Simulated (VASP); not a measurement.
## Li2O: single point with LDA

Li2O:

```
CELL_PARAMETERS angstrom
0.00000 2.24593 2.24593
2.24593 0.00000 2.24593
2.24593 2.24593 0.00000
ATOMIC_POSITIONS crystal
O 0.00000 0.00000 0.00000
Li 0.25000 0.25000 0.25000
Li 0.75000 0.75000 0.75000
```

```yaml
Program: VASP 6.6.1
Task: single point
Functional: LDA
Potentials_or_basis: VASP PAW LDA potentials, release 64 (O, Li_sv)
Cutoff: 750 eV
k_mesh: 10 × 10 × 10
Occupations: gaussian, width 0.02 eV
Spin: no spin polarisation
```

The pressure is -0.2 GPa and the band gap on the k mesh is 4.95 eV (least direct gap 5.89 eV).

Levels at points of the mesh, in eV from the valence-band top:
```
           k point  band 4  band 5  band 6  band 7  band 8  band 9
(0.00, 0.00, 0.00)    0.00    0.00    0.00    5.89   12.06   12.06
(0.50, 0.00, 0.00)   -3.02   -0.51   -0.51    9.64   10.54   12.23
(0.50, 0.50, 0.00)   -1.66   -1.58   -1.58    4.95   14.05   14.05
```

It took 11 s on 1 thread of AMD EPYC 9R45 (Zen 5), on a shared host, peak memory 0.11 GiB.

A k mesh can miss the band edges.
